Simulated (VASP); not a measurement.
# Pt (Immm) in VASP: single point with PBEsol

Aim: the single point of Pt with PBEsol.

All numbers are computed with VASP 6.6.1; they aren't measurements. Logs are shortened: lines on timing, memory, paths and dates and some standing lists are left out, and cuts for length are marked.

### 1 The cell of the first run

It takes space group Immm (No. 71, orthorhombic). The conventional cell has a = 3.090 Å, b = 3.121 Å, c = 3.152 Å, α = 90.00°, β = 90.00°, γ = 90.00°. Within 3.6 Å of Pt (site symmetry mmm) lie 14 Pt at 2.70 to 3.15 Å.

### 2 Single point, PBEsol (strain +0.0100 x Voigt [1, -1, 0, 0, 0, 0])

The input, INCAR:

```
SYSTEM = Pt
PREC = Accurate ; ENCUT = 520
EDIFF = 1E-6 ; ISMEAR = 0
SIGMA = 0.15 ; LREAL = .FALSE.
LASPH = .TRUE. ; NELM = 60
ALGO = Fast ; ISIF = 2
LWAVE = .FALSE. ; LCHARG = .TRUE.
GGA = PS ; LELF = .TRUE.
LVHAR = .TRUE. ; NBANDS = 11
```

The input, KPOINTS:

```
regular mesh
0
G
  26 26 26
  0 0 0
```

The input, POSCAR:

```
Pt
1.0
   -1.5760753072      1.5448658952      1.5604706012
    1.5760753072     -1.5448658952      1.5604706012
    1.5760753072      1.5448658952     -1.5604706012
Pt
1
Direct
    0.0000000000      0.0000000000      0.0000000000
```

Potentials or basis: VASP PAW PBE potentials, release 64 (Pt).

On the command line:

```bash
cat potpaw_PBE.64/Pt/POTCAR > POTCAR
mpirun -np 1 vasp_std > vasp.out
```

OUTCAR:

```text
SYSTEM = Pt
   PREC = Accurate
   ENCUT = 520
   EDIFF = 1E-6
   ISMEAR = 0
   LREAL = .FALSE.
   LASPH = .TRUE.
   NELM = 60
   ISIF = 2
   GGA = PS

 ion  position               nearest neighbor table
   1  0.000  0.000  0.000-

  LATTYP: Found a body centered orthorhombic cell.
 ALAT       =     3.0897317904
 B/A-ratio  =     1.0101010101
 C/A-ratio  =     1.0202020202

  Lattice vectors:

 A1 = (  -1.5760753072,  -1.5448658952,  -1.5604706012)
 A2 = (  -1.5760753072,   1.5448658952,   1.5604706012)
 A3 = (   1.5760753072,   1.5448658952,  -1.5604706012)

Analysis of symmetry for initial positions (statically):
=====================================================================
 Subroutine PRICEL returns:
 Original cell was already a primitive cell.

 Routine SETGRP: Setting up the symmetry group for a
 body centered orthorhombic supercell.

 Subroutine GETGRP returns: Found  8 space group operations
 (whereof  8 operations were pure point group operations)
 out of a pool of  8 trial point group operations.

The static configuration has the point symmetry D_2h.

Analysis of symmetry for dynamics (positions and initial velocities):
=====================================================================
 Subroutine PRICEL returns:
 Original cell was already a primitive cell.

 Routine SETGRP: Setting up the symmetry group for a
 body centered orthorhombic supercell.

 Subroutine GETGRP returns: Found  8 space group operations
 (whereof  8 operations were pure point group operations)
 out of a pool of  8 trial point group operations.

The dynamic configuration has the point symmetry D_2h.

 Subroutine INISYM returns: Found  8 space group operations
 (whereof  8 operations are pure point group operations),
 and found     1 'primitive' translations

----------------------------------------------------------------------------------------

                                     Primitive cell

  volume of cell :      15.1979

  direct lattice vectors                    reciprocal lattice vectors
    -1.576075307  1.544865895  1.560470601     0.000000000  0.323652688  0.320416161
     1.576075307 -1.544865895  1.560470601     0.317243724  0.000000000  0.320416161
     1.576075307  1.544865895 -1.560470601     0.317243724  0.323652688  0.000000000

  length of vectors
     2.702904457  2.702904457  2.702904457     0.455431201  0.450899209  0.453204858
[... 85 lines left out ...]
   ISIF   =      2    stress and relaxation
   ISYM   =      2    0-nonsym 1-usesym 2-fastsym
   POTIM  = 0.5000    time-step for ionic-motion
   TEBEG  =    0.0;   TEEND  =   0.0 temperature during run
   PSTRESS=    0.0 pullay stress
   NELECT =      10.0000    total number of electrons
   NUPDOWN=      -1.0000    fix difference up-down
   EMIN   =  10.00;   EMAX   =-10.00  energy-range for DOS
   EFERMI =   0.00;   METHOD = LEGACY
   ISMEAR =     0;   SIGMA  =   0.15  broadening in eV -4-tet -1-fermi 0-gaus
   EFERMI_NEDOS =   21; number of points for ismear=-14 and -15
   IALGO  =     68    algorithm
   IMIX   =      4    mixing-type and parameters
     AMIX     =   0.40;   BMIX     =  1.00
     AMIX_MAG =   1.60;   BMIX_MAG =  1.00
  volume/ion in A,a.u.               =      15.20       102.56
  Fermi-wavevector in a.u.,A,eV,Ry     =   1.423903  2.690786 27.585807  2.027500
  Thomas-Fermi vector in A             =   2.544451
   LORBIT       =      0    0 simple, 1 ext, 2 COOP (PROOUT), +10 PAW based schemes
   GGA     = PS    functional components
   LHFCALC =     F    Hartree Fock is set to
   AEXX    =    0.0000 exact exchange contribution
   IVDW    =     0    specifies the selected vdW correction
   LEPSILON=     F    determine dielectric tensor
   LRPA    =     F    only Hartree local field effects (RPA)
 non-spin polarized calculation
 RMM-DIIS sequential band-by-band and
 Gauss-broadening in eV      SIGMA  =   0.15
  energy-cutoff  :      520.00
  volume of cell :       15.20
 maximum number of plane-waves:       424
   NGX =  9   NGY =  9   NGZ =  9

 number of electron      10.0000000 magnetization

 number of electron       9.9999998 magnetization

 Free energy of the ion-electron system (eV)
  ---------------------------------------------------
  ext. energy  EPLUGINS =         0.00000000
  ---------------------------------------------------
  free energy    TOTEN  =        -6.85918475 eV

  energy without entropy =       -6.84980359  energy(sigma->0) =       -6.85449417

 E-fermi :  10.7385     XC(G=0): -13.5754

 val. band max:       10.7383108781   @ k =   0.2692  -0.2692   0.1923
 cond. band min:      10.7385605201   @ k =  -0.3846  -0.4615   0.2308
 fundamental gap:      0.0002496419
 Fermi energy:        10.7385265931

 k-point     1 :       0.0000    0.0000    0.0000
  band No.  band energies     occupation
      1       0.7514      2.00000
      2       6.9337      2.00000
      3       7.0253      2.00000
      4       7.1126      2.00000
      5       9.5769      2.00000
      6       9.7804      2.00000
      7      27.6026      0.00000
      8      27.7941      0.00000
      9      27.9983      0.00000
     10      38.1850      0.00000
     11      38.4098      0.00000
[... 309 lines left out ...]
 k-point    24 :       0.3462    0.0385   -0.0000
  band No.  band energies     occupation
      1       3.8035      2.00000
      2       5.6537      2.00000
      3       8.2882      2.00000
      4       9.5815      2.00000
      5       9.9945      2.00000
      6      10.8729      0.20517
      7      20.9375      0.00000
      8      24.8835      0.00000
      9      28.4684      0.00000
     10      34.0825      0.00000
     11      34.9581      0.00000

 [... further k-points ...]

------------------------ aborting loop because EDIFF is reached ----------------------------------------

  FORCE on cell =-STRESS in cart. coord.  units (eV):
  Direction    XX          YY          ZZ          XY          YZ          ZX
  --------------------------------------------------------------------------------------
  -------------------------------------------------------------------------------------
  Total        0.0717817     -0.1237806     -0.0189976      0.0000000      0.0000000      0.0000000
  in kB        7.5673024    -13.0490782     -2.0027461      0.0000000      0.0000000      0.0000000
  external PRESSURE =      -2.4948406 kB  Pullay stress =       0.0000000 kB

 VOLUME and BASIS-vectors are now :
 -----------------------------------------------------------------------------
  energy-cutoff  :      520.00
  volume of cell :       15.20
      direct lattice vectors                 reciprocal lattice vectors
    -1.576075307  1.544865895  1.560470601     0.000000000  0.323652688  0.320416161
     1.576075307 -1.544865895  1.560470601     0.317243724  0.000000000  0.320416161
     1.576075307  1.544865895 -1.560470601     0.317243724  0.323652688  0.000000000

 POSITION                                       TOTAL-FORCE (eV/Angst)
 -----------------------------------------------------------------------------------
      0.00000      0.00000      0.00000        -0.000000      0.000000      0.000000
 -----------------------------------------------------------------------------------
    total drift:                                0.000000     -0.000000      0.000000

  FREE ENERGIE OF THE ION-ELECTRON SYSTEM (eV)
  ---------------------------------------------------
  free  energy   TOTEN  =        -6.8591847476 eV

  energy  without entropy=       -6.8498035850  energy(sigma->0) =       -6.85449417
```

OSZICAR:

```text
N       E                     dE             d eps       ncg     rms          rms(c)
DAV:   1     0.389143538266E+02    0.38914E+02   -0.53640E+03 55485   0.845E+02
DAV:   2    -0.668369747730E+01   -0.45598E+02   -0.43720E+02 61970   0.177E+02
DAV:   3    -0.728846169221E+01   -0.60476E+00   -0.60223E+00 63862   0.193E+01
DAV:   4    -0.729076576999E+01   -0.23041E-02   -0.23039E-02 63066   0.141E+00
DAV:   5    -0.729078359413E+01   -0.17824E-04   -0.17823E-04 64572   0.114E-01    0.126E+01
RMM:   6    -0.690497896954E+01    0.38580E+00   -0.36992E-01 54605   0.513E+00    0.649E+00
RMM:   7    -0.686309316019E+01    0.41886E-01   -0.70894E-02 57245   0.239E+00    0.244E+00
RMM:   8    -0.685953300115E+01    0.35602E-02   -0.87066E-03 59360   0.843E-01    0.641E-01
RMM:   9    -0.685916792344E+01    0.36508E-03   -0.99670E-04 63387   0.273E-01    0.454E-02
RMM:  10    -0.685918403655E+01   -0.16113E-04   -0.14645E-04 63788   0.930E-02    0.511E-02
RMM:  11    -0.685918523840E+01   -0.12018E-05   -0.18845E-05 64798   0.310E-02    0.285E-02
RMM:  12    -0.685918474764E+01    0.49076E-06   -0.80161E-06 61757   0.223E-02
   1 F= -.68591847E+01 E0= -.68544942E+01  d E =-.938116E-02
```

Wall time 2.8 min (1 thread of Intel Xeon Platinum 8488C (Sapphire Rapids), shared host); peak memory 0.49 GiB.

Results:

```
Free energy            : -6.8592 eV
Pressure               : -0.2 GPa
Band gap on the k mesh : zero (bands 5 and 6 overlap by 2.28 eV)
```

Caveat: the cell differs from its parent crystal (strain +0.0100 x Voigt [1, -1, 0, 0, 0, 0]); the PAW data sets were made with another functional, which shifts forces and pressure a little; spin-orbit coupling is left out, which moves the levels of the heavy elements.
